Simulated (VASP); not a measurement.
Crystal: C.

```
CELL_PARAMETERS angstrom
1.22803 0.70900 3.34701
-1.22803 0.70900 3.34701
0.00000 -1.41800 3.34701
ATOMIC_POSITIONS crystal
C 0.16400 0.16400 0.16400
C 0.83600 0.83600 0.83600
```

Base run:

| Quantity | Value |
| --- | --- |
| Program | VASP 6.6.1 |
| Functional | PBE |
| Potentials or basis | VASP PAW PBE potentials, release 64 (C) |
| Cutoff | 520 eV |
| k mesh | 17 × 17 × 17 |
| Occupations | fermi-dirac, width 0.03 eV |
| Spin | no spin polarisation |

Its results: band gap on the k mesh 0.39 eV, direct; pressure 4.8 GPa; largest force 0.869 eV/Å.

Question: The run is repeated on the same cell with these changes: k mesh from 17 × 17 × 17 to 8 × 8 × 8. What comes out?

Answer: Band gap on the k mesh 1.42 eV, direct; pressure 4.8 GPa; largest force 0.871 eV/Å.

A k mesh can miss the band edges.
